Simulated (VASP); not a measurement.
# Li (P1) in VASP: relaxation of cell and atoms with PBE

Aim: the relaxation of cell and atoms of Li with PBE.

Everything below comes from runs of VASP 6.6.1. Logs are shortened: lines on timing, memory, paths and dates and some standing lists are left out, and cuts for length are marked.

## 1. The cell of the first run

The typed cell holds 4 atoms: a = 2.914 Å, b = 5.144 Å, c = 5.433 Å, α = 88.98°, β = 88.77°, γ = 90.03°.

## 2. Relaxation of cell and atoms, PBE

INCAR

```
SYSTEM = Li
PREC = Accurate
ENCUT = 600
EDIFF = 1E-7
ISMEAR = 0
SIGMA = 0.2
LREAL = .FALSE.
LASPH = .TRUE.
NELM = 80
ALGO = Normal
ISIF = 3
LWAVE = .FALSE.
LCHARG = .FALSE.
GGA = PE
IBRION = 2
NSW = 80
EDIFFG = -0.025
```

KPOINTS

```
regular mesh
0
G
  8 4 4
  0 0 0
```

POSCAR

```
Li
1.0
   -0.0009854867      0.0313913055      2.9141572971
    5.1433525126      0.0457078102     -0.0017019301
    0.0488602686      5.4325560042      0.0579516411
Li
4
Direct
    0.2822971443      0.7364222890      0.2792183263
    0.2427050041      0.7528552875      0.7541740074
    0.8195957336      0.2725882061      0.2422166399
    0.6554021181      0.2381342174      0.7243910264
```

Potentials or basis: VASP PAW PBE potentials, release 64 (Li_sv).

Started as:

```sh
$ cat potpaw_PBE.64/Li_sv/POTCAR > POTCAR
$ mpirun -np 1 vasp_std > vasp.out
```

OUTCAR:

```text
SYSTEM = Li
   PREC = Accurate
   ENCUT = 600
   EDIFF = 1E-7
   ISMEAR = 0
   LREAL = .FALSE.
   LASPH = .TRUE.
   NELM = 80
   ISIF = 3
   GGA = PE
   IBRION = 2
   NSW = 80
   EDIFFG = -0.025

 ion  position               nearest neighbor table
   1  0.282  0.736  0.279-   2 2.58
   2  0.243  0.753  0.754-   1 2.58
   3  0.820  0.273  0.242-
   4  0.655  0.238  0.724-

  LATTYP: Found a triclinic cell.
 ALAT       =     6.1100716404
 B/A-ratio  =     0.4769709267
 C/A-ratio  =     0.8418159705
 COS(alpha) =     0.0005732868
 COS(beta)  =     0.0161677144
 COS(gamma) =     0.4579125815

  Lattice vectors:

 A1 = (  -0.0498457553,  -5.4011646987,   2.8562056560)
 A2 = (  -0.0009854867,   0.0313913055,   2.9141572971)
 A3 = (  -5.1433525126,  -0.0457078102,   0.0017019301)

Analysis of symmetry for initial positions (statically):
=====================================================================
 Subroutine PRICEL returns:
 Original cell was already a primitive cell.

 Routine SETGRP: Setting up the symmetry group for a
 triclinic supercell.

 Subroutine GETGRP returns: Found  1 space group operations
 (whereof  1 operations were pure point group operations)
 out of a pool of  2 trial point group operations.

The static configuration has the point symmetry C_1 .

Analysis of symmetry for dynamics (positions and initial velocities):
=====================================================================
 Subroutine PRICEL returns:
 Original cell was already a primitive cell.

 Routine SETGRP: Setting up the symmetry group for a
 triclinic supercell.

 Subroutine GETGRP returns: Found  1 space group operations
 (whereof  1 operations were pure point group operations)
 out of a pool of  2 trial point group operations.

The dynamic configuration has the point symmetry C_1 .

 Subroutine INISYM returns: Found  1 space group operations
 (whereof  1 operations are pure point group operations),
 and found     1 'primitive' translations

----------------------------------------------------------------------------------------

                                     Primitive cell

  volume of cell :      81.4102

  direct lattice vectors                    reciprocal lattice vectors
    -0.000985487  0.031391306  2.914157297     0.000146108 -0.003662304  0.343191876
     5.143352513  0.045707810 -0.001701930     0.194441294 -0.001749702  0.000084602
     0.048860269  5.432556004  0.057951641    -0.001636812  0.184111298 -0.001983801

  length of vectors
     2.914326532  5.143555888  5.433084801     0.343211447  0.194449185  0.184129261

  position of ions in fractional coordinates (direct lattice)
     0.282297144  0.736422289  0.279218326
     0.242705004  0.752855287  0.754174007
     0.819595734  0.272588206  0.242216640
     0.655402118  0.238134217  0.724391026

  ion indices of the primitive-cell ions
   primitive index   ion index
                 1           1
                 2           2
                 3           3
                 4           4

----------------------------------------------------------------------------------------

 KPOINTS: regular mesh

Automatic generation of k-mesh.
 Grid dimensions read from file:
 generate k-points for:    8    4    4

 Generating k-lattice:

  Cartesian coordinates                     Fractional coordinates (reciprocal lattice)
     0.000018263 -0.000457788  0.042898984     0.125000000  0.000000000  0.000000000
     0.048610324 -0.000437426  0.000021151     0.000000000  0.250000000 -0.000000000
    -0.000409203  0.046027825 -0.000495950     0.000000000 -0.000000000  0.250000000

  Length of vectors
     0.042901431  0.048612296  0.046032315

  Shift w.r.t. Gamma in fractional coordinates (k-lattice)
     0.000000000  0.000000000  0.000000000

 Subroutine IBZKPT returns following result:
 ===========================================

 Found     68 irreducible k-points:

 Following reciprocal coordinates:
            Coordinates               Weight
  0.000000  0.000000  0.000000      1.000000
  0.125000  0.000000  0.000000      2.000000
  0.250000  0.000000  0.000000      2.000000
  0.375000  0.000000 -0.000000      2.000000
  0.500000  0.000000  0.000000      1.000000
  0.000000  0.250000 -0.000000      2.000000
[... 16 lines left out ...]
  0.500000 -0.000000  0.250000      2.000000
 -0.375000 -0.000000  0.250000      2.000000
 [... further k-points ...]
   k-points           NKPTS =     68   k-points in BZ     NKDIM =     68   number of bands    NBANDS=     10
   number of dos      NEDOS =    301   number of ions     NIONS =      4
   total plane-waves  NPLWV =  48384
   dimension x,y,z NGX =    24 NGY =   42 NGZ =   48
   dimension x,y,z NGXF=    48 NGYF=   84 NGZF=   96
   ions per type =               4
   NGX,Y,Z   is equivalent  to a cutoff of  13.69, 13.57, 14.69 a.u.
   NGXF,Y,Z  is equivalent  to a cutoff of  27.38, 27.15, 29.37 a.u.
 SYSTEM =  Li
   PREC   = accura    normal or accurate (medium, high low for compatibility)
   ISTART =      0    job   : 0-new  1-cont  2-samecut
   ICHARG =      2    charge: 1-file 2-atom 10-const
   ISPIN  =      1    spin polarized calculation?
   LNONCOLLINEAR =      F non collinear calculations
   LSORBIT =      F    spin-orbit coupling
   LASPH  =      T    aspherical Exc in radial PAW
   ENCUT  =  600.0 eV  44.10 Ry    6.64 a.u.   5.82 10.27 10.85*2*pi/ulx,y,z
   NELM   =     80;   NELMIN=  2; NELMDL= -5     # of ELM steps
   EDIFF  = 0.1E-06   stopping-criterion for ELM
   LREAL  =      F    real-space projection
   EDIFFG = -.3E-01   stopping-criterion for IOM
   NSW    =     80    number of steps for IOM
   IBRION =      2    ionic relax: 0-MD 1-quasi-New 2-CG
   NFREE  =      1    steps in history (QN), initial steepest desc. (CG)
   ISIF   =      3    stress and relaxation
   ISYM   =      2    0-nonsym 1-usesym 2-fastsym
   POTIM  = 0.5000    time-step for ionic-motion
   TEBEG  =    0.0;   TEEND  =   0.0 temperature during run
   PSTRESS=    0.0 pullay stress
   NELECT =      12.0000    total number of electrons
   NUPDOWN=      -1.0000    fix difference up-down
   EMIN   =  10.00;   EMAX   =-10.00  energy-range for DOS
   EFERMI =   0.00;   METHOD = LEGACY
   ISMEAR =     0;   SIGMA  =   0.20  broadening in eV -4-tet -1-fermi 0-gaus
   EFERMI_NEDOS =   21; number of points for ismear=-14 and -15
   IALGO  =     38    algorithm
   IMIX   =      4    mixing-type and parameters
     AMIX     =   0.40;   BMIX     =  1.00
     AMIX_MAG =   1.60;   BMIX_MAG =  1.00
  volume/ion in A,a.u.               =      20.35       137.35
  Fermi-wavevector in a.u.,A,eV,Ry     =   0.864787  1.634210 10.175198  0.747856
  Thomas-Fermi vector in A             =   1.982935
   LORBIT       =      0    0 simple, 1 ext, 2 COOP (PROOUT), +10 PAW based schemes
   GGA     = PE    functional components
   LHFCALC =     F    Hartree Fock is set to
   AEXX    =    0.0000 exact exchange contribution
   IVDW    =     0    specifies the selected vdW correction
   LEPSILON=     F    determine dielectric tensor
   LRPA    =     F    only Hartree local field effects (RPA)
 conjugate gradient relaxation of ions
 non-spin polarized calculation
 Gauss-broadening in eV      SIGMA  =   0.20
  energy-cutoff  :      600.00
  volume of cell :       81.41
 maximum number of plane-waves:      2742
   NGX = 11   NGY = 21   NGZ = 21

--------------------------------------- Ionic step        1  -------------------------------------------

 number of electron      12.0000005 magnetization

 Free energy of the ion-electron system (eV)
  ---------------------------------------------------
  ext. energy  EPLUGINS =         0.00000000
  ---------------------------------------------------
  free energy    TOTEN  =        -7.33527184 eV

  energy without entropy =       -7.29055296  energy(sigma->0) =       -7.31291240

------------------------ aborting loop because EDIFF is reached ----------------------------------------

  FORCE on cell =-STRESS in cart. coord.  units (eV):
  Direction    XX          YY          ZZ          XY          YZ          ZX
  --------------------------------------------------------------------------------------
  -------------------------------------------------------------------------------------
  Total       -0.0879747      0.0366938      0.1088264      0.1214227     -0.0598950      0.0821885
  in kB       -1.7313689      0.7221452      2.1417357      2.3896359     -1.1787520      1.6174949
  external PRESSURE =       0.3775040 kB  Pullay stress =       0.0000000 kB
[... 95 lines left out ...]
  FREE ENERGIE OF THE ION-ELECTRON SYSTEM (eV)
  ---------------------------------------------------
  free  energy   TOTEN  =        -7.3863181592 eV

  energy  without entropy=       -7.3430107770  energy(sigma->0) =       -7.36466447

[... ionic steps 4 to 32 ...]

--------------------------------------- Ionic step       33  -------------------------------------------

 number of electron      12.0000006 magnetization

------------------------ aborting loop because EDIFF is reached ----------------------------------------

  FORCE on cell =-STRESS in cart. coord.  units (eV):
  Direction    XX          YY          ZZ          XY          YZ          ZX
  --------------------------------------------------------------------------------------
  -------------------------------------------------------------------------------------
  Total        0.0814950      0.0150088      0.0473904     -0.0233815      0.0010153      0.0259439
  in kB        1.6335708      0.3008519      0.9499427     -0.4686827      0.0203517      0.5200476
  external PRESSURE =       0.9614551 kB  Pullay stress =       0.0000000 kB
[... 61 lines left out ...]
  energy  without entropy=       -7.6423120921  energy(sigma->0) =       -7.65466548

--------------------------------------- Ionic step       35  -------------------------------------------

 number of electron      12.0000005 magnetization

 Free energy of the ion-electron system (eV)
  ---------------------------------------------------
  ext. energy  EPLUGINS =         0.00000000
  ---------------------------------------------------
  free energy    TOTEN  =        -7.66764524 eV

  energy without entropy =       -7.64357780  energy(sigma->0) =       -7.65561152

 E-fermi :   0.6107     XC(G=0):  -7.0604

 val. band max:        0.5454628328   @ k =   0.5000  -0.2500   0.2500
 cond. band min:       0.6182576123   @ k =   0.0000   0.0000   0.0000
 fundamental gap:      0.0727947794
 Fermi energy:         0.6107492806

 k-point     1 :       0.0000    0.0000    0.0000
  band No.  band energies     occupation
      1     -45.8719      2.00000
      2     -45.8534      2.00000
      3     -45.8532      2.00000
      4     -45.8422      2.00000
      5      -2.9282      2.00000
      6       0.6183      0.95766
      7       0.6198      0.94899
      8       3.4040      0.00000
      9       3.5733      0.00000
     10       3.6229      0.00000
[... 287 lines left out ...]
 k-point    24 :      -0.3750   -0.0000    0.2500
  band No.  band energies     occupation
      1     -45.8579      2.00000
      2     -45.8513      2.00000
      3     -45.8497      2.00000
      4     -45.8481      2.00000
      5      -1.0727      2.00000
      6       1.1627      0.00009
      7       1.6964      0.00000
      8       2.8375      0.00000
      9       3.4361      0.00000
     10       4.9533      0.00000

 [... further k-points ...]
[... 5 lines left out ...]
  --------------------------------------------------------------------------------------
  -------------------------------------------------------------------------------------
  Total       -0.0102292     -0.0136448     -0.0000126     -0.0154975     -0.0017159      0.0130290
  in kB       -0.2034663     -0.2714058     -0.0002499     -0.3082582     -0.0341302      0.2591575
  external PRESSURE =      -0.1583740 kB  Pullay stress =       0.0000000 kB
[... 19 lines left out ...]
  FREE ENERGIE OF THE ION-ELECTRON SYSTEM (eV)
  ---------------------------------------------------
  free  energy   TOTEN  =        -7.6676452359 eV

  energy  without entropy=       -7.6435777988  energy(sigma->0) =       -7.65561152

 reached required accuracy - stopping structural energy minimisation
```

Wall time 20 min (1 thread of Intel Xeon 6975P-C, shared host); peak memory 0.24 GiB.

Results:

| Quantity | Value |
| --- | --- |
| Free energy | -7.6676 eV |
| Relaxed volume | 20.14 Å³/atom |
| Relaxed cell | a = 3.165 Å, b = 5.098 Å, c = 5.099 Å, α = 78.25°, β = 89.95°, γ = 90.14° |
| Space group after relaxing (to 0.05 Å) | P-1 (No. 2) |
| Energy gained by relaxing | 83.1 meV/atom |
| Ionic steps | 35 |
| Pressure after relaxing | 0.0 GPa |
| Largest force after relaxing | 0.023 eV/Å |
| Band gap on the k mesh | zero (band 6 reaches 1.54 eV, above the bottom of band 7 at -0.49 eV) |

Forces in eV/Å, atoms in the order of the input:
```
Li   0.000  0.004 -0.022
Li   0.005  0.002  0.005
Li  -0.003 -0.003 -0.006
Li  -0.002 -0.004  0.023
```

Step by step:
| step | energy change (eV) | largest force (eV/Å) | pressure (GPa) | volume (Å³) |
| --- | --- | --- | --- | --- |
| 1 | 0.0000 | 0.3332 | 0.04 | 81.41 |
| 2 | -0.0164 | 0.2849 | -0.01 | 81.47 |
| 3 | -0.0510 | 0.1723 | -0.12 | 81.63 |
| 4 | -0.0568 | 0.2028 | -0.17 | 81.93 |
| 5 | -0.0647 | 0.1178 | -0.18 | 81.81 |
| 6 | -0.0724 | 0.1153 | -0.10 | 81.22 |
| 7 | -0.0955 | 0.1352 | 0.18 | 79.43 |
| 8 | -0.1204 | 0.2072 | 0.91 | 75.68 |
| 9 | -0.1245 | 0.2065 | 0.91 | 75.71 |
| 10 | -0.1358 | 0.2040 | 0.91 | 75.76 |
| 11 | -0.1516 | 0.1934 | 0.92 | 75.80 |
| 12 | -0.1479 | 0.2236 | 0.97 | 75.57 |
| 13 | -0.1565 | 0.1879 | 0.94 | 75.74 |
| 14 | -0.1713 | 0.1600 | 0.67 | 76.96 |
| 15 | -0.1954 | 0.1022 | -0.08 | 80.68 |
| 16 | -0.1973 | 0.0979 | -0.31 | 81.99 |
| 17 | -0.2023 | 0.0957 | -0.23 | 81.52 |
| 18 | -0.2122 | 0.1031 | 0.02 | 80.08 |
| 19 | -0.2072 | 0.1717 | 0.60 | 77.17 |
| 20 | -0.2141 | 0.1214 | 0.22 | 79.03 |
| 21 | -0.2197 | 0.1178 | 0.18 | 79.15 |
| 22 | -0.2347 | 0.1087 | 0.07 | 79.49 |
| 23 | -0.2501 | 0.1029 | -0.17 | 80.10 |
| 24 | -0.2586 | 0.0930 | -0.12 | 79.89 |
| 25 | -0.2792 | 0.0575 | 0.03 | 79.23 |
| 26 | -0.2881 | 0.0956 | 0.38 | 77.84 |
| 27 | -0.2908 | 0.0716 | 0.26 | 78.33 |
| 28 | -0.2991 | 0.0636 | 0.07 | 79.44 |
| 29 | -0.3066 | 0.0468 | -0.44 | 82.62 |
| 30 | -0.3126 | 0.0406 | -0.32 | 82.08 |
| 31 | -0.3224 | 0.0434 | 0.03 | 80.27 |
| 32 | -0.3294 | 0.0328 | 0.06 | 80.12 |
| 33 | -0.3317 | 0.0286 | 0.10 | 79.93 |
| 34 | -0.3317 | 0.0289 | 0.09 | 79.95 |
| 35 | -0.3324 | 0.0233 | -0.02 | 80.55 |

Final structure:
```cif
data_structure
_symmetry_space_group_name_H-M 'P 1'
_symmetry_Int_Tables_number 1
_cell_length_a 3.1651
_cell_length_b 5.0976
_cell_length_c 5.0993
_cell_angle_alpha 78.248
_cell_angle_beta 89.948
_cell_angle_gamma 90.144
_cell_volume 80.55
loop_
_atom_site_label
_atom_site_type_symbol
_atom_site_fract_x
_atom_site_fract_y
_atom_site_fract_z
_atom_site_occupancy
Li1 Li 0.51060 0.75224 0.24408 1
Li2 Li 0.99718 0.74770 0.74440 1
Li3 Li 0.00302 0.25213 0.25568 1
Li4 Li 0.48920 0.24793 0.75584 1
```

Caveat: the cutoff is under 1.25 times the usual one of these potentials, so pressure, stress and relaxed cells hold a basis-set (Pulay) error.
